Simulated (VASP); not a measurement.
Set up this calculation in VASP 6.6.1, as the native input.

| Quantity | Value |
| --- | --- |
| Task | single point |
| Functional | PBE |
| Potentials or basis | VASP PAW PBE potentials, release 64 (Fe) |
| Cutoff | 520 eV |
| k mesh | 10 × 10 × 6 |
| Occupations | fermi-dirac, width 0.05 eV |
| Spin | collinear spin, ferromagnetic start |
| Starting moments | [3.75, 3.75] μB |
| Fixed moment | 7.5 μB |
| Dipole correction | no |
| Further INCAR settings | ALGO = Normal; EDIFF = 1e-06; NBANDS = 19 |

The structure of Fe lies in POSCAR:

```
Fe
1.0
    2.4341575853      0.0000000000      0.0000000000
   -1.2170787927      2.1080423057      0.0000000000
    0.0000000000      0.0000000000      3.8419344700
Fe
2
Direct
    0.6666666667      0.3333333333      0.7500000000
    0.3333333333      0.6666666667      0.2500000000
```

These files were run (other wordings do the same):

INCAR

```
  ALGO = Normal
  EDIFF = 1E-6
  ENCUT = 520
  GGA = PE
  ISIF = 2
  ISMEAR = -1
  ISPIN = 2
  LASPH = T
  LCHARG = F
  LMAXMIX = 4
  LORBIT = 11
  LREAL = F
  LWAVE = F
  MAGMOM = 3.75 3.75
  NBANDS = 19
  NELM = 150
  NUPDOWN = 7.5
  PREC = Accurate
  SIGMA = 0.05
```

KPOINTS

```
k-points
0
Gamma
  10 10 6
```

Potentials or basis: VASP PAW PBE potentials, release 64 (Fe).

Run with:

```sh
$ cat potpaw_PBE.64/Fe/POTCAR > POTCAR
$ mpirun -np 1 vasp_std > vasp.out
```

It gave:

| Property | Result |
| --- | --- |
| Pressure | 123.6 GPa |
| Net moment | 7.50 μB per cell |
| Site moments | Fe +3.65 μB |
| Valence electrons inside the program's atomic spheres | Fe 7.61 |

Caveat: the total moment is fixed, so each spin has its own Fermi level.

Run time: 16 s on 1 thread of Intel(R) Xeon(R) 6975P-C (Granite Rapids), with other jobs on the host, peak memory 0.15 GiB.
